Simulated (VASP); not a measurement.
# Ca in VASP: further runs

The runs below take Ca through single point, with PBEsol.

All numbers are computed with VASP 6.6.1; they aren't measurements. Logs are shortened: lines on timing, memory, paths and dates and some standing lists are left out, and cuts for length are marked.

### Step 1. The cell of the first run

The cell holds a slab with vacuum, 5 atoms: a = 3.857 Å, b = 3.857 Å, c = 27.597 Å, α = 90.00°, β = 90.00°, γ = 120.00°.

### Step 2. Single point, PBEsol

Input file INCAR:

```
SYSTEM = Ca
PREC     = Accurate       ! precision mode
ENCUT    = 520            ! plane-wave cutoff, eV
EDIFF    = 1E-6           ! SCF threshold, eV
ISMEAR   = 0              ! smearing method
SIGMA    = 0.1            ! smearing width, eV
LREAL    = .FALSE.        ! projectors in reciprocal space
LASPH    = .TRUE.         ! aspherical terms in the spheres
NELM     = 100            ! most SCF steps
ALGO     = Normal         ! electronic algorithm
ISIF     = 2              ! what is computed and relaxed
LWAVE    = .FALSE.        ! write WAVECAR
LCHARG   = .FALSE.        ! write CHGCAR
LDIPOL   = .TRUE.       
IDIPOL   = 3            
DIPOL    = 0.5 0.5 0.500
GGA      = PS             ! functional
NBANDS   = 33             ! bands
```

Input file KPOINTS:

```
regular mesh
0
G
  9 9 1
  0 0 0
```

Input file POSCAR:

```
Ca
1.0
    3.8570176947      0.0000000000      0.0000000000
   -1.9285088473      3.3402753064      0.0000000000
    0.0000000000      0.0000000000     27.5969670411
Ca
5
Direct
    0.6666666667      0.3333333333      0.2717689951
    0.3333333333      0.6666666667      0.3858844975
    0.0000000000      0.0000000000      0.5000000000
    0.6666666667      0.3333333333      0.6141155025
    0.3333333333      0.6666666667      0.7282310049
```

Potentials or basis: VASP PAW PBE potentials, release 64 (Ca_sv).

Command:

```sh
$ cat potpaw_PBE.64/Ca_sv/POTCAR > POTCAR
$ mpirun -np 1 vasp_std > vasp.out
```

OUTCAR:

```text
SYSTEM = Ca
   PREC = Accurate
   ENCUT = 520
   EDIFF = 1E-6
   ISMEAR = 0
   LREAL = .FALSE.
   LASPH = .TRUE.
   NELM = 100
   ISIF = 2
   GGA = PS

 ion  position               nearest neighbor table
   1  0.667  0.333  0.272-
   2  0.333  0.667  0.386-
   3  0.000  0.000  0.500-
   4  0.667  0.333  0.614-
   5  0.333  0.667  0.728-

  LATTYP: Found a hexagonal cell.
 ALAT       =     3.8570176947
 C/A-ratio  =     7.1550014093

  Lattice vectors:

 A1 = (   3.8570176947,   0.0000000000,   0.0000000000)
 A2 = (  -1.9285088473,   3.3402753064,   0.0000000000)
 A3 = (   0.0000000000,   0.0000000000,  27.5969670411)

Analysis of symmetry for initial positions (statically):
=====================================================================
 Subroutine PRICEL returns:
 Original cell was already a primitive cell.

 Routine SETGRP: Setting up the symmetry group for a
 hexagonal supercell.

 Subroutine GETGRP returns: Found 12 space group operations
 (whereof 12 operations were pure point group operations)
 out of a pool of 24 trial point group operations.

The static configuration has the point symmetry D_3d.

Analysis of symmetry for dynamics (positions and initial velocities):
=====================================================================
 Subroutine PRICEL returns:
 Original cell was already a primitive cell.

 Routine SETGRP: Setting up the symmetry group for a
 hexagonal supercell.

 Subroutine GETGRP returns: Found 12 space group operations
 (whereof 12 operations were pure point group operations)
 out of a pool of 24 trial point group operations.

The dynamic configuration has the point symmetry D_3d.

 Subroutine INISYM returns: Found 12 space group operations
 (whereof 12 operations are pure point group operations),
 and found     1 'primitive' translations

----------------------------------------------------------------------------------------

                                     Primitive cell

  volume of cell :     355.5456

  direct lattice vectors                    reciprocal lattice vectors
     3.857017695  0.000000000  0.000000000     0.259267672  0.149688260  0.000000000
[... 82 lines left out ...]
   NSW    =      0    number of steps for IOM
   IBRION =     -1    ionic relax: 0-MD 1-quasi-New 2-CG
   NFREE  =      0    steps in history (QN), initial steepest desc. (CG)
   ISIF   =      2    stress and relaxation
   ISYM   =      2    0-nonsym 1-usesym 2-fastsym
   POTIM  = 0.5000    time-step for ionic-motion
   TEBEG  =    0.0;   TEEND  =   0.0 temperature during run
   PSTRESS=    0.0 pullay stress
   NELECT =      50.0000    total number of electrons
   NUPDOWN=      -1.0000    fix difference up-down
   EMIN   =  10.00;   EMAX   =-10.00  energy-range for DOS
   EFERMI =   0.00;   METHOD = LEGACY
   ISMEAR =     0;   SIGMA  =   0.10  broadening in eV -4-tet -1-fermi 0-gaus
   EFERMI_NEDOS =   21; number of points for ismear=-14 and -15
   IALGO  =     38    algorithm
   IMIX   =      4    mixing-type and parameters
     AMIX     =   0.40;   BMIX     =  1.00
     AMIX_MAG =   1.60;   BMIX_MAG =  1.00
  volume/ion in A,a.u.               =      71.11       479.87
  Fermi-wavevector in a.u.,A,eV,Ry     =   0.851334  1.608787  9.861078  0.724769
  Thomas-Fermi vector in A             =   1.967450
   LORBIT       =      0    0 simple, 1 ext, 2 COOP (PROOUT), +10 PAW based schemes
   GGA     = PS    functional components
   LHFCALC =     F    Hartree Fock is set to
   AEXX    =    0.0000 exact exchange contribution
   IVDW    =     0    specifies the selected vdW correction
   LEPSILON=     F    determine dielectric tensor
   LRPA    =     F    only Hartree local field effects (RPA)
 non-spin polarized calculation
 Gauss-broadening in eV      SIGMA  =   0.10
  energy-cutoff  :      520.00
  volume of cell :      355.55
 maximum number of plane-waves:      9627
 NGX is ok and might be reduce to    30
   NGX = 15   NGY = 15   NGZ =103

 dipolmoment           0.000000      0.000000      0.000000 electrons x Angstroem

 number of electron      50.0000002 magnetization

 dipolmoment           0.000000      0.000000     -0.000000 electrons x Angstroem

 Free energy of the ion-electron system (eV)
  ---------------------------------------------------
  ext. energy  EPLUGINS =         0.00000000
  ---------------------------------------------------
  free energy    TOTEN  =        -9.83651915 eV

  energy without entropy =       -9.79139445  energy(sigma->0) =       -9.81395680

 E-fermi :   0.0060     XC(G=0):  -5.1301

 val. band max:       -0.0038527615   @ k =   0.1111   0.1111   0.0000
 cond. band min:       0.0281975446   @ k =   0.2222   0.0000   0.0000
 fundamental gap:      0.0320503060
 Fermi energy:         0.0059576370

 k-point     1 :       0.0000    0.0000    0.0000
  band No.  band energies     occupation
      1     -42.2035      2.00000
      2     -42.2035      2.00000
      3     -41.7676      2.00000
      4     -41.7584      2.00000
      5     -41.7546      2.00000
      6     -23.3245      2.00000
[... 421 lines left out ...]
     32       0.8374      0.00000
     33       1.0470      0.00000

------------------------ aborting loop because EDIFF is reached ----------------------------------------

 vacuum level on the upper side and lower side of the slab       (xc-potential included)        -0.210        -0.210

  FORCE on cell =-STRESS in cart. coord.  units (eV):
  Direction    XX          YY          ZZ          XY          YZ          ZX
  --------------------------------------------------------------------------------------
  -------------------------------------------------------------------------------------
  Total        0.0801066      0.0801066     -0.5027845      0.0000000      0.0000000     -0.0000000
  in kB        0.3609805      0.3609805     -2.2656729      0.0000000      0.0000000     -0.0000000
  external PRESSURE =      -0.5145706 kB  Pullay stress =       0.0000000 kB

 VOLUME and BASIS-vectors are now :
 -----------------------------------------------------------------------------
  energy-cutoff  :      520.00
  volume of cell :      355.55
      direct lattice vectors                 reciprocal lattice vectors
     3.857017695  0.000000000  0.000000000     0.259267672  0.149688260  0.000000000
    -1.928508847  3.340275306  0.000000000     0.000000000  0.299376521  0.000000000
     0.000000000  0.000000000 27.596967041     0.000000000  0.000000000  0.036235866

 POSITION                                       TOTAL-FORCE (eV/Angst)
 -----------------------------------------------------------------------------------
      1.92851      1.11343      7.50000         0.000000     -0.000000      0.069627
     -0.00000      2.22685     10.64924         0.000000      0.000000     -0.066389
      0.00000      0.00000     13.79848        -0.000000      0.000000      0.000000
      1.92851      1.11343     16.94773         0.000000     -0.000000      0.066389
     -0.00000      2.22685     20.09697        -0.000000      0.000000     -0.069627
 -----------------------------------------------------------------------------------
    total drift:                               -0.000000      0.000000      0.000000

  FREE ENERGIE OF THE ION-ELECTRON SYSTEM (eV)
  ---------------------------------------------------
  free  energy   TOTEN  =        -9.8365191483 eV

  energy  without entropy=       -9.7913944475  energy(sigma->0) =       -9.81395680

 vacuum level on the upper side and lower side of the slab         2.842         2.842
```

stdout:

```text
POSCAR found type information on POSCAR Ca
 POSCAR found :  1 types and       5 ions
 scaLAPACK will be used
 -----------------------------------------------------------------------------
|                                                                             |
|                                                                             |
|     You enforced a specific xc type in the INCAR file but a different       |
|     I HOPE YOU KNOW WHAT YOU ARE DOING!                                     |
|                                                                             |
 -----------------------------------------------------------------------------

 LDA part: xc-table for (Slater+PW92), standard interpolation
 POSCAR, INCAR and KPOINTS ok, starting setup
 FFT: planning ... GRIDC
 FFT: planning ... GRID_SOFT
 FFT: planning ... GRID
 WAVECAR not read
 entering main loop
```

Wall time 6.6 min (1 thread of Intel Xeon Platinum 8259CL at 2.50GHz (Skylake/Cascade Lake), shared host); peak memory 0.47 GiB.

What came out:

- Free energy: -9.8365 eV
- Largest force: 0.070 eV/Å
- Band gap on the k mesh: zero (bands 25 and 26 overlap by 0.22 eV)

Forces on the atoms (eV/Å):
```
Ca   0.000  0.000  0.070
Ca   0.000  0.000 -0.066
Ca   0.000  0.000  0.000
Ca   0.000  0.000  0.066
Ca   0.000  0.000 -0.070
```

Caveat: the PAW data sets were made with another functional, which shifts forces and pressure a little.

### Step 3. Single point, PBEsol

Input file INCAR:

```
SYSTEM = Ca
  PREC = Accurate
  ENCUT = 520
  EDIFF = 1E-6
  ISMEAR = 0
  SIGMA = 0.1
  LREAL = .False.
  LASPH = .True.
  NELM = 60
  ALGO = Normal
  ISIF = 2
  LWAVE = .False.
  LCHARG = .False.
  LDIPOL = .True.
  IDIPOL = 3
  DIPOL = 0.5 0.5 0.500
  GGA = PS
  NBANDS = 33
```

Input file KPOINTS:

```
Automatic mesh
0
Gamma
  9 9 1
  0 0 0
```

Input file POSCAR:

```
Ca
1.0
    3.8570176947      0.0000000000      0.0000000000
   -1.9285088473      3.3402753064      0.0000000000
    0.0000000000      0.0000000000     27.5969670411
Ca
5
Direct
    0.6666666667      0.3333333333      0.2758241257
    0.3333333333      0.6666666667      0.3865617396
    0.0000000000      0.0000000000      0.5000000339
    0.6666666667      0.3333333333      0.6134382947
    0.3333333333      0.6666666667      0.7241758062
```

Potentials or basis: VASP PAW PBE potentials, release 64 (Ca_sv).

Command:

```sh
$ cat potpaw_PBE.64/Ca_sv/POTCAR > POTCAR
$ mpirun -np 1 vasp_std > vasp.out
```

Wall time 7.4 min (1 thread of Intel Xeon Platinum 8259CL at 2.50GHz (Skylake/Cascade Lake), shared host); peak memory 0.47 GiB.

The run converged. Its results:

* Free energy: -9.8426 eV
* Largest force: 0.007 eV/Å
* Band gap on the k mesh: zero (bands 25 and 26 overlap by 0.18 eV)

Forces in eV/Å, atoms in the order of the input:
```
Ca   0.000  0.000 -0.007
Ca   0.000  0.000  0.003
Ca   0.000  0.000  0.000
Ca   0.000  0.000 -0.003
Ca   0.000  0.000  0.007
```

Levels at points of the mesh, in eV from the Fermi level:
```tsv
k point	band 23	band 24	band 25	band 26	band 27	band 28
(0.00, 0.00, 0.00)	-3.09	-2.30	-1.50	-0.07	0.27	0.71
```

Caveat: the PAW data sets were made with another functional, which shifts forces and pressure a little.

The gap in the log of VASP goes by the Fermi energy; the results here count the filled bands.